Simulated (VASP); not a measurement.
Runs of VASP 6.6.1 on TaN. The structure is that of space group Fm-3m (No. 225), or close to it. The cells are those of the table. 

```tsv
potentials or basis	cell	cutoff (eV)	gap on the mesh (eV)	pressure (GPa)
VASP PAW PBE potentials, release 64 (Ta_pv, N)	a = 3.089, b = 3.082 Å, angles 60.1, 59.8, 60.1°, 2 atoms	520	none	(c)
VASP PAW PBE potentials, release 64 (Ta_sv_GW, N)	a = 3.097, b = 3.082 Å, angles 60.2, 59.7, 60.2°, 2 atoms	770	none	6.1
VASP PAW PBE potentials, release 64 (Ta_pv, N)	a = 3.059, b = 3.082 Å, angles 59.8, 60.5, 59.8°, 2 atoms	520	none	18.4
VASP PAW PBE potentials, release 64 (Ta_pv, N)	a = 3.074, b = 3.082 Å, angles 59.9, 60.2, 59.9°, 2 atoms	520	none	14.0
VASP PAW PBE potentials, release 64 (Ta_sv_GW, N)	a = 3.113, b = 3.082 Å, angles 60.3, 59.3, 60.3°, 2 atoms	770	none	2.7
VASP PAW PBE potentials, release 64 (Ta_sv_GW, N)	a = 3.109, b = 3.082 Å, angles 60.3, 59.4, 60.3°, 2 atoms	770	none	3.5
VASP PAW PBE potentials, release 64 (Ta_pv, N)	a = 3.051, b = 3.082 Å, angles 59.7, 60.7, 59.7°, 2 atoms	520	none	(b)
VASP PAW PBE potentials, release 64 (Ta_sv_GW, N)	a = 3.105, b = 3.082 Å, angles 60.2, 59.5, 60.2°, 2 atoms	770	none	(a)
VASP PAW PBE potentials, release 64 (Ta_pv, N)	a = 3.066, b = 3.082 Å, angles 59.8, 60.3, 59.8°, 2 atoms	520	none	16.1
```

Alike in all rows: task single point; level r2SCAN; no spin polarisation; k mesh 18 × 18 × 18; smearing gaussian 0.15 eV.

Q: Fill in the values left out.

A: (a) 4.3; (b) 20.8; (c) 10.0.

Caveats: the PAW data sets were made with another functional, which shifts forces and pressure a little; spin-orbit coupling is left out, which moves the levels of the heavy elements; the cell stands under pressure (at least some runs); the stress differs along the axes, from 2 to 8 GPa (at least some runs); the stress differs along the axes, from 15 to 26 GPa (at least some runs); the stress differs along the axes, from -5 to 7 GPa (at least some runs); the stress differs along the axes, from -4 to 7 GPa (at least some runs).

A k mesh can miss the band edges, and the runs leave out spin-orbit coupling on Ta.

A gap of «none» marks levels without a gap at the run's occupations.

The runs don't all hold the same shells in valence.
